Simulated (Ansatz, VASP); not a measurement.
# Two plane-wave programs on TiAl

The input INCAR:

```
  PREC = Accurate
  ENCUT = 520
  EDIFF = 1E-6
  ISMEAR = 0
  SIGMA = 0.15
  LREAL = F
  LASPH = T
  NELM = 60
  ALGO = Fast
  ISIF = 2
  LWAVE = F
  LCHARG = F
  GGA = PS
  NBANDS = 14
```

Contents of KPOINTS:

```
Automatic mesh
0
Gamma
  16 16 16
```

Contents of POSCAR:

```
TiAl
1.0
    3.0519014400      0.0000000000      0.0000000000
    0.0000000000      3.0519014400      0.0000000000
    0.0000000000      0.0000000000      3.4333891200
Ti Al
1 1
Direct
    0.0000000000      0.0000000000      0.0000000000
    0.5000000000      0.5000000000      0.5000000000
```

Input for Ansatz:

```yaml
crystal:
  lattice:
    - [3.05190144, 0.0, 0.0]
    - [0.0, 3.05190144, 0.0]
    - [0.0, 0.0, 3.43338912]
  atoms:
    - { symbol: Ti, position: [0.0, 0.0, 0.0] }
    - { symbol: Al, position: [0.5, 0.5, 0.5] }
basis:
  ecutwfc: 420
kpoints:
  mp_grid: { grid: [16, 16, 16] }
hamiltonian:
  xc: pbesol
scf:
  occupations: { method: gaussian, width: 0.15 }
output:
  forces: true
  stress: true
  eigenvalues: true
```

Change from the starting cell: strain -0.040 along x and y, +0.080 along z, atoms carried along.

Alike in both runs: task single point; functional PBEsol; k mesh 16 × 16 × 16; occupations gaussian, width 0.15 eV; no spin polarisation.

```csv
,VASP,Ansatz
version,VASP 6.6.1,Ansatz 0.2.0
potentials or method,"VASP PAW PBE potentials, release 64 (Ti_sv, Al), cutoff 520 eV","scalar-relativistic, plane waves, PAW"
valence electrons in the cell,15,15
```

|  | VASP | Ansatz | Ansatz less VASP |
| --- | --- | --- | --- |
| gap on the k mesh at the Fermi level (eV) | none | none | - |
| pressure (GPa) | -1.8 | -1.8 | -0.05 |
| traceless stress, the component that is largest in VASP (GPa) | 5.44 | 5.45 | +0.009 |

VASP's potentials were made for PBE, not for PBEsol. A gap of «none» marks a metal or a gap that the smearing closes.
